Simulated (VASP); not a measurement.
Set up this calculation in VASP 6.6.1, as the native input.

```
Task                   : relaxation of cell and atoms
Functional             : PBEsol
Potentials or basis    : VASP PAW PBE potentials, release 64 (Lu)
Cutoff                 : 600 eV
k mesh                 : 9 × 9 × 5
Occupations            : fermi-dirac, width 0.05 eV
Spin                   : no spin polarisation
Target pressure        : 30 GPa
Dipole correction      : no
Further INCAR settings : ALGO = Normal; EDIFF = 1e-07; IBRION = 2; EDIFFG = -0.02; NSW = 80; ISIF = 3
```

The structure of Lu lies in POSCAR:

```
Lu
1.0
    3.5031000000      0.0000000000      0.0000000000
   -1.7515500000      3.0337735920      0.0000000000
    0.0000000000      0.0000000000      5.5509000000
Lu
2
Direct
    0.6666666667      0.3333333333      0.7500000000
    0.3333333333      0.6666666667      0.2500000000
```

These files were run (other wordings do the same):

INCAR

```
SYSTEM = Lu
PREC = Accurate ; ENCUT = 600
EDIFF = 1E-7 ; ISMEAR = -1
SIGMA = 0.05 ; LREAL = .False.
LASPH = .True. ; NELM = 100
ALGO = Normal ; ISIF = 3
LWAVE = .False. ; LCHARG = .False.
GGA = PS ; IBRION = 2
NSW = 80 ; EDIFFG = -0.02
PSTRESS = 300.0
```

KPOINTS

```
regular mesh
0
Gamma
  9 9 5
  0 0 0
```

Potentials or basis: VASP PAW PBE potentials, release 64 (Lu).

Command:

```console
$ cat potpaw_PBE.64/Lu/POTCAR > POTCAR
$ mpirun -np 1 vasp_std > vasp.out
```

It gave:

```
Relaxed volume                                             : 19.53 Å³/atom
Relaxed cell                                               : a = 3.054 Å, b = 3.054 Å, c = 4.835 Å, α = 90.00°, β = 90.00°, γ = 120.00°
Space group after relaxing (to 0.1 Å)                      : P6_3/mmc (No. 194)
Energy change on relaxing (the run minimises the enthalpy) : +569.6 meV/atom
Ionic steps                                                : 12
Pressure after relaxing                                    : 29.9 GPa
Band gap on the k mesh                                     : zero (bands 25 and 26 overlap by 2.97 eV)
```

Caveat: the cell is relaxed towards a set pressure, so the run minimises the enthalpy, not the energy; the volume moved by over 15 % at a fixed basis, so the end points are rough; the PAW data sets were made with another functional, which shifts forces and pressure a little; spin-orbit coupling is left out, which moves the levels of the heavy elements.

Wall time 33 min on 1 thread of Intel Xeon 8259CL (shared host), peak memory 0.27 GiB.
